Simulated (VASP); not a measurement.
Set up this calculation in VASP 6.6.1, as the native input.

```yaml
Task: single point
Functional: LDA
Potentials_or_basis: VASP PAW LDA potentials, release 64 (Cs_sv)
Cutoff: 520 eV
k_mesh: 13 × 13 × 13
Occupations: fermi-dirac, width 0.1 eV
Spin: no spin polarisation
Dipole_correction: no
Further_INCAR_settings: ALGO = Normal; EDIFF = 1e-06; NBANDS = 10
```

The structure of Cs lies in POSCAR:

```
Cs
1.0
   -2.9590255209      2.9590255209      2.9590255209
    2.9590255209     -2.9590255209      2.9590255209
    2.9590255209      2.9590255209     -2.9590255209
Cs
1
Direct
    0.0000000000      0.0000000000      0.0000000000
```

This cell differs from its parent crystal: volume scaled by 1.08.

These files were run (other wordings do the same):

INCAR

```
PREC     = Accurate       # precision mode
ENCUT    = 520            # plane-wave cutoff, eV
EDIFF    = 1E-6           # SCF threshold, eV
ISMEAR   = -1             # smearing method
SIGMA    = 0.1            # smearing width, eV
LREAL    = F              # projectors in reciprocal space
LASPH    = T              # aspherical terms in the spheres
NELM     = 60             # most SCF steps
ALGO     = Normal         # electronic algorithm
ISIF     = 2              # what is computed and relaxed
LWAVE    = F              # write WAVECAR
LCHARG   = F              # write CHGCAR
GGA      = CA             # functional
NBANDS   = 10             # bands
```

KPOINTS

```
regular mesh
0
Gamma
  13 13 13
```

Potentials or basis: VASP PAW LDA potentials, release 64 (Cs_sv).

Command:

```console
$ cat potpaw_LDA.64/Cs_sv/POTCAR > POTCAR
$ mpirun -np 1 vasp_std > vasp.out
```

Results of the run:

```json
{
  "Pressure": "-0.2 GPa"
}
```

It took 36 s on 1 thread of Intel Xeon 6975P-C, on a shared host, peak memory 0.24 GiB.
